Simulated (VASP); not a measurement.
# TcRh (P-6m2) in VASP: further runs

The runs below take TcRh through single point, with LDA.

Everything below comes from runs of VASP 6.6.1. Logs are shortened: lines on timing, memory, paths and dates and some standing lists are left out, and cuts for length are marked.

**1. The cell of the first run**

Symmetry: P-6m2, No. 187, hexagonal system. The conventional cell has a = 2.647 Å, b = 2.647 Å, c = 4.212 Å, α = 90.00°, β = 90.00°, γ = 120.00°. Tc (site symmetry -6m2) has 6 Rh at 2.60 Å and 6 Tc at 2.65 Å within 3.4 Å. Rh (site symmetry -6m2) has 6 Tc at 2.60 Å and 6 Rh at 2.65 Å within 3.4 Å.

**2. Single point, LDA**

INCAR

```
SYSTEM = TcRh
PREC = Accurate
ENCUT = 520
EDIFF = 1E-7
ISMEAR = -1
SIGMA = 0.1
LREAL = .False.
LASPH = .True.
NELM = 80
ALGO = Normal
ISIF = 2
LWAVE = .False.
LCHARG = .True.
GGA = CA
LELF = .True.
LVHAR = .True.
NBANDS = 21
```

KPOINTS

```
regular mesh
0
Gamma
  12 12 7
  0 0 0
```

POSCAR

```
TcRh
1.0
    2.6474402774      0.0000000000      0.0000000000
   -1.3237206250      2.2927507487      0.0000000000
    0.0000000000      0.0000000000      4.2124047525
Tc Rh
1 1
Direct
    0.6666666667      0.3333333333      0.0000000000
    0.0000000000      0.0000000000      0.5000000000
```

Potentials or basis: VASP PAW LDA potentials, release 64 (Tc_pv, Rh_pv).

The run is started by

```
$ cat potpaw_LDA.64/Tc_pv/POTCAR potpaw_LDA.64/Rh_pv/POTCAR > POTCAR
$ mpirun -np 1 vasp_std > vasp.out
```

OUTCAR:

```text
SYSTEM = TcRh
   PREC = Accurate
   ENCUT = 520
   EDIFF = 1E-7
   ISMEAR = -1
   LREAL = .False.
   LASPH = .True.
   NELM = 80
   ISIF = 2
   GGA = CA

 ion  position               nearest neighbor table
   1  0.667  0.333  0.000-   2 2.60   2 2.60   2 2.60   2 2.60   2 2.60   2 2.60
   2  0.000  0.000  0.500-   1 2.60   1 2.60   1 2.60   1 2.60   1 2.60   1 2.60

  LATTYP: Found a hexagonal cell.
 ALAT       =     2.6474402774
 C/A-ratio  =     1.5911236180

  Lattice vectors:

 A1 = (   2.6474402774,   0.0000000000,   0.0000000000)
 A2 = (  -1.3237206250,   2.2927507487,   0.0000000000)
 A3 = (   0.0000000000,   0.0000000000,   4.2124047525)

Analysis of symmetry for initial positions (statically):
=====================================================================
 Subroutine PRICEL returns:
 Original cell was already a primitive cell.

 Routine SETGRP: Setting up the symmetry group for a
 hexagonal supercell.

 Subroutine GETGRP returns: Found 12 space group operations
 (whereof 12 operations were pure point group operations)
 out of a pool of 24 trial point group operations.

The static configuration has the point symmetry D_3h.

Analysis of symmetry for dynamics (positions and initial velocities):
=====================================================================
 Subroutine PRICEL returns:
 Original cell was already a primitive cell.

 Routine SETGRP: Setting up the symmetry group for a
 hexagonal supercell.

 Subroutine GETGRP returns: Found 12 space group operations
 (whereof 12 operations were pure point group operations)
 out of a pool of 24 trial point group operations.

The dynamic configuration has the point symmetry D_3h.

 Subroutine INISYM returns: Found 12 space group operations
 (whereof 12 operations are pure point group operations),
 and found     1 'primitive' translations

----------------------------------------------------------------------------------------

                                     Primitive cell

  volume of cell :      25.5690

  direct lattice vectors                    reciprocal lattice vectors
     2.647440277  0.000000000  0.000000000     0.377723346  0.218078735  0.000000000
    -1.323720625  2.292750749  0.000000000     0.000000000  0.436157310  0.000000000
     0.000000000  0.000000000  4.212404753     0.000000000  0.000000000  0.237394092

  length of vectors
     2.647440277  2.647440705  4.212404753     0.436157381  0.436157310  0.237394092

  position of ions in fractional coordinates (direct lattice)
     0.666666667  0.333333333  0.000000000
     0.000000000  0.000000000  0.500000000

  ion indices of the primitive-cell ions
   primitive index   ion index
                 1           1
                 2           2

----------------------------------------------------------------------------------------

 KPOINTS: regular mesh

Automatic generation of k-mesh.
 Grid dimensions read from file:
 generate k-points for:   12   12    7

 Generating k-lattice:

  Cartesian coordinates                     Fractional coordinates (reciprocal lattice)
     0.031476946  0.018173228  0.000000000     0.083333333  0.000000000  0.000000000
     0.000000000  0.036346443  0.000000000     0.000000000  0.083333333  0.000000000
     0.000000000  0.000000000  0.033913442     0.000000000  0.000000000  0.142857143

  Length of vectors
     0.036346448  0.036346443  0.033913442

  Shift w.r.t. Gamma in fractional coordinates (k-lattice)
     0.000000000  0.000000000  0.000000000

 Subroutine IBZKPT returns following result:
 ===========================================

 Found     76 irreducible k-points:

 Following reciprocal coordinates:
            Coordinates               Weight
  0.000000  0.000000  0.000000      1.000000
  0.083333 -0.000000  0.000000      6.000000
  0.166667  0.000000  0.000000      6.000000
  0.250000  0.000000  0.000000      6.000000
  0.333333  0.000000  0.000000      6.000000
  0.416667 -0.000000  0.000000      6.000000
[... 16 lines left out ...]
  0.250000  0.000000  0.142857     12.000000
  0.333333  0.000000  0.142857     12.000000
 [... further k-points ...]
   k-points           NKPTS =     76   k-points in BZ     NKDIM =     76   number of bands    NBANDS=     21
   number of dos      NEDOS =    301   number of ions     NIONS =      2
   total plane-waves  NPLWV =  12800
   dimension x,y,z NGX =    20 NGY =   20 NGZ =   32
   dimension x,y,z NGXF=    40 NGYF=   40 NGZF=   64
   ions per type =               1   1
   NGX,Y,Z   is equivalent  to a cutoff of  12.56, 12.56, 12.63 a.u.
   NGXF,Y,Z  is equivalent  to a cutoff of  25.12, 25.12, 25.26 a.u.
 SYSTEM =  TcRh
   PREC   = accura    normal or accurate (medium, high low for compatibility)
   ISTART =      0    job   : 0-new  1-cont  2-samecut
   ICHARG =      2    charge: 1-file 2-atom 10-const
   ISPIN  =      1    spin polarized calculation?
   LNONCOLLINEAR =      F non collinear calculations
   LSORBIT =      F    spin-orbit coupling
   LASPH  =      T    aspherical Exc in radial PAW
   ENCUT  =  520.0 eV  38.22 Ry    6.18 a.u.   4.92  4.92  7.83*2*pi/ulx,y,z
   NELM   =     80;   NELMIN=  2; NELMDL= -5     # of ELM steps
   EDIFF  = 0.1E-06   stopping-criterion for ELM
   LREAL  =      F    real-space projection
   EDIFFG = 0.1E-05   stopping-criterion for IOM
   NSW    =      0    number of steps for IOM
   IBRION =     -1    ionic relax: 0-MD 1-quasi-New 2-CG
   NFREE  =      0    steps in history (QN), initial steepest desc. (CG)
   ISIF   =      2    stress and relaxation
   ISYM   =      2    0-nonsym 1-usesym 2-fastsym
   POTIM  = 0.5000    time-step for ionic-motion
   TEBEG  =    0.0;   TEEND  =   0.0 temperature during run
   PSTRESS=    0.0 pullay stress
   NELECT =      28.0000    total number of electrons
   NUPDOWN=      -1.0000    fix difference up-down
   EMIN   =  10.00;   EMAX   =-10.00  energy-range for DOS
   EFERMI =   0.00;   METHOD = LEGACY
   ISMEAR =    -1;   SIGMA  =   0.10  broadening in eV -4-tet -1-fermi 0-gaus
   EFERMI_NEDOS =   21; number of points for ismear=-14 and -15
   IALGO  =     38    algorithm
   IMIX   =      4    mixing-type and parameters
     AMIX     =   0.40;   BMIX     =  1.00
     AMIX_MAG =   1.60;   BMIX_MAG =  1.00
  volume/ion in A,a.u.               =      12.78        86.27
  Fermi-wavevector in a.u.,A,eV,Ry     =   1.687420  3.188761 38.741032  2.847386
  Thomas-Fermi vector in A             =   2.769909
   LORBIT       =      0    0 simple, 1 ext, 2 COOP (PROOUT), +10 PAW based schemes
   GGA     = CA    functional components
   LHFCALC =     F    Hartree Fock is set to
   AEXX    =    0.0000 exact exchange contribution
   IVDW    =     0    specifies the selected vdW correction
   LEPSILON=     F    determine dielectric tensor
   LRPA    =     F    only Hartree local field effects (RPA)
 non-spin polarized calculation
  energy-cutoff  :      520.00
  volume of cell :       25.57
 maximum number of plane-waves:       708
 NGX is ok and might be reduce to    20
   NGX =  9   NGY =  9   NGZ = 15

 number of electron      27.9999997 magnetization

 Free energy of the ion-electron system (eV)
  ---------------------------------------------------
  ext. energy  EPLUGINS =         0.00000000
  ---------------------------------------------------
  free energy    TOTEN  =       -20.64677642 eV

  energy without entropy =      -20.59284868  energy(sigma->0) =      -20.61981255

 E-fermi :  14.0722     XC(G=0): -14.7632

 val. band max:       14.0578805988   @ k =   0.3333   0.0833   0.2857
 cond. band min:      14.0861648021   @ k =   0.4167  -0.0000   0.2857
 fundamental gap:      0.0282842033
 Fermi energy:        14.0721605835

 k-point     1 :       0.0000    0.0000    0.0000
  band No.  band energies     occupation
      1     -32.9967      2.00000
      2     -32.4456      2.00000
      3     -32.4456      2.00000
      4     -25.0031      2.00000
      5     -24.2568      2.00000
      6     -24.2568      2.00000
[... 13 lines left out ...]
     20      28.7493      0.00000
     21      31.3625      0.00000

 k-point     2 :       0.0833   -0.0000    0.0000
  band No.  band energies     occupation
      1     -32.9876      2.00000
      2     -32.4922      2.00000
      3     -32.4567      2.00000
      4     -24.9948      2.00000
      5     -24.3496      2.00000
      6     -24.2774      2.00000
[... 13 lines left out ...]
     20      29.2930      0.00000
     21      31.6952      0.00000

 k-point     3 :       0.1667    0.0000    0.0000
  band No.  band energies     occupation
      1     -32.9627      2.00000
      2     -32.6182      2.00000
      3     -32.4869      2.00000
      4     -24.9719      2.00000
      5     -24.5987      2.00000
      6     -24.3334      2.00000
[... 13 lines left out ...]
     20      30.3320      0.00000
     21      32.1461      0.00000

 k-point     4 :       0.2500    0.0000    0.0000
  band No.  band energies     occupation
      1     -32.9285      2.00000
      2     -32.7880      2.00000
      3     -32.5278      2.00000
      4     -24.9405      2.00000
      5     -24.9291      2.00000
      6     -24.4091      2.00000
[... 13 lines left out ...]
     20      28.9271      0.00000
     21      30.8425      0.00000

 k-point     5 :       0.3333    0.0000    0.0000
  band No.  band energies     occupation
      1     -32.9550      2.00000
      2     -32.8941      2.00000
      3     -32.5686      2.00000
      4     -25.2491      2.00000
      5     -24.9086      2.00000
      6     -24.4840      2.00000
[... 13 lines left out ...]
     20      26.2471      0.00000
     21      29.5593      0.00000
[... 382 lines left out ...]
     20      28.8894      0.00000
     21      31.8200      0.00000

 k-point    22 :       0.1667    0.0000    0.1429
  band No.  band energies     occupation
      1     -32.9566      2.00000
      2     -32.6188      2.00000
      3     -32.4867      2.00000
      4     -24.9846      2.00000
      5     -24.5972      2.00000
      6     -24.3340      2.00000
[... 13 lines left out ...]
     20      30.0499      0.00000
     21      31.9957      0.00000

 k-point    23 :       0.2500    0.0000    0.1429
  band No.  band energies     occupation
      1     -32.9252      2.00000
      2     -32.7890      2.00000
      3     -32.5276      2.00000
      4     -24.9537      2.00000
      5     -24.9200      2.00000
      6     -24.4100      2.00000
[... 13 lines left out ...]
     20      29.1036      0.00000
     21      30.9770      0.00000

 k-point    24 :       0.3333    0.0000    0.1429
  band No.  band energies     occupation
      1     -32.9574      2.00000
      2     -32.8927      2.00000
      3     -32.5682      2.00000
      4     -25.2456      2.00000
      5     -24.9097      2.00000
      6     -24.4850      2.00000
[... 13 lines left out ...]
     20      27.0005      0.00000
     21      29.8534      0.00000

 [... further k-points ...]
[... 5 lines left out ...]
  --------------------------------------------------------------------------------------
  -------------------------------------------------------------------------------------
  Total        2.8581711      2.8581716      3.4491560     -0.0000006      0.0000000     -0.0000000
  in kB      179.0959189    179.0959522    216.1276374     -0.0000380      0.0000000     -0.0000000
  external PRESSURE =     191.4398361 kB  Pullay stress =       0.0000000 kB

 VOLUME and BASIS-vectors are now :
 -----------------------------------------------------------------------------
  energy-cutoff  :      520.00
  volume of cell :       25.57
      direct lattice vectors                 reciprocal lattice vectors
     2.647440277  0.000000000  0.000000000     0.377723346  0.218078735  0.000000000
    -1.323720625  2.292750749  0.000000000     0.000000000  0.436157310  0.000000000
     0.000000000  0.000000000  4.212404753     0.000000000  0.000000000  0.237394092

 POSITION                                       TOTAL-FORCE (eV/Angst)
 -----------------------------------------------------------------------------------
      1.32372      0.76425      0.00000        -0.000000      0.000000      0.000000
      0.00000      0.00000      2.10620         0.000000      0.000000      0.000000
 -----------------------------------------------------------------------------------
    total drift:                               -0.000002     -0.000001      0.000000

  FREE ENERGIE OF THE ION-ELECTRON SYSTEM (eV)
  ---------------------------------------------------
  free  energy   TOTEN  =       -20.6467764201 eV

  energy  without entropy=      -20.5928486835  energy(sigma->0) =      -20.61981255
```

Wall time 21 s (1 thread of Intel Xeon Platinum 8488C (Sapphire Rapids), shared host); peak memory 0.16 GiB.

What came out:

- Free energy: -20.6468 eV
- Pressure: 19.1 GPa
- Band gap on the k mesh: zero (band 14 reaches 15.12 eV, above the bottom of band 15 at 12.40 eV)

(Continued in part 2 of 2.)
